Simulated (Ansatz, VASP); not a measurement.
One calculation of K2ScZnC6N6, two programs

Contents of INCAR:

```
SYSTEM = K2ScZnC6N6
  PREC = Accurate
  ENCUT = 600
  EDIFF = 1E-7
  ISMEAR = 0
  SIGMA = 0.1
  LREAL = Auto
  LASPH = .True.
  NELM = 80
  ALGO = Normal
  ISIF = 3
  LWAVE = .False.
  LCHARG = .False.
  GGA = PE
  IBRION = 2
  NSW = 90
  EDIFFG = -0.04
```

KPOINTS

```
Automatic mesh
0
Gamma
  4 4 4
  0 0 0
```

The input POSCAR:

```
K2ScZnC6N6
1.0
    0.0000000000      5.1995000000      5.1995000000
    5.1995000000      0.0000000000      5.1995000000
    5.1995000000      5.1995000000      0.0000000000
K Sc Zn C N
2 1 1 6 6
Direct
    0.2500000000      0.2500000000      0.2500000000
    0.7500000000      0.7500000000      0.7500000000
    0.0000000000      0.0000000000      0.0000000000
    0.5000000000      0.5000000000      0.5000000000
    0.8055582300      0.1944417700      0.1944417700
    0.1944417700      0.8055582300      0.1944417700
    0.1944417700      0.1944417700      0.8055582300
    0.1944417700      0.8055582300      0.8055582300
    0.8055582300      0.1944417700      0.8055582300
    0.8055582300      0.8055582300      0.1944417700
    0.6930474100      0.3069525900      0.3069525900
    0.3069525900      0.6930474100      0.3069525900
    0.3069525900      0.3069525900      0.6930474100
    0.3069525900      0.6930474100      0.6930474100
    0.6930474100      0.3069525900      0.6930474100
    0.6930474100      0.6930474100      0.3069525900
```

Input for Ansatz:

```yaml
crystal:
  lattice:
    - [0.0, 5.1995, 5.1995]
    - [5.1995, 0.0, 5.1995]
    - [5.1995, 5.1995, 0.0]
  atoms:
    - { symbol: K, position: [0.25, 0.25, 0.25] }
    - { symbol: K, position: [0.75, 0.75, 0.75] }
    - { symbol: Sc, position: [0.0, 0.0, 0.0] }
    - { symbol: Zn, position: [0.5, 0.5, 0.5] }
    - { symbol: C, position: [0.80555823, 0.19444177, 0.19444177] }
    - { symbol: C, position: [0.19444177, 0.80555823, 0.19444177] }
    - { symbol: C, position: [0.19444177, 0.19444177, 0.80555823] }
    - { symbol: C, position: [0.19444177, 0.80555823, 0.80555823] }
    - { symbol: C, position: [0.80555823, 0.19444177, 0.80555823] }
    - { symbol: C, position: [0.80555823, 0.80555823, 0.19444177] }
    - { symbol: "N", position: [0.69304741, 0.30695259, 0.30695259] }
    - { symbol: "N", position: [0.30695259, 0.69304741, 0.30695259] }
    - { symbol: "N", position: [0.30695259, 0.30695259, 0.69304741] }
    - { symbol: "N", position: [0.30695259, 0.69304741, 0.69304741] }
    - { symbol: "N", position: [0.69304741, 0.30695259, 0.69304741] }
    - { symbol: "N", position: [0.69304741, 0.69304741, 0.30695259] }
basis:
  ecutwfc: 420
kpoints:
  mp_grid: { grid: [4, 4, 4] }
hamiltonian:
  xc: pbe
scf:
  occupations: { method: gaussian, width: 0.1 }
  lower_state_search: "off"
output:
  forces: true
  stress: true
  eigenvalues: true
relax:
  adjacent_minimum: "off"
  f_tol: 0.04
  max_steps: 70
  cell: { stress_tol: 0.4 }
```

Alike in both runs: task relaxation of cell and atoms; functional PBE; k mesh 4 × 4 × 4; occupations gaussian, width 0.1 eV; no spin polarisation.

```csv
,VASP,Ansatz
version,VASP 6.6.1,Ansatz 0.2.0
potentials or method,"VASP PAW PBE potentials, release 64 (K_sv, Sc_sv, Zn, C, N), cutoff 600 eV","scalar-relativistic, plane waves, PAW"
valence electrons in the cell,95,95
```

```tsv
	VASP	Ansatz	Ansatz less VASP
gap on the k mesh at the Fermi level, each at its own relaxed structure (eV)	none	none	-
relaxed volume (Å³/atom)	22.31	22.02	-0.296
relaxed cell length with the largest relative difference (Å)	7.963	7.927	-0.0354
```

A gap of «none» marks a metal or a gap that the smearing closes.

Noted on VASP's run: the standard files for N, O and F lose accuracy on very short bonds; the volume moved by over 15 % at a fixed basis, so the end points are rough.
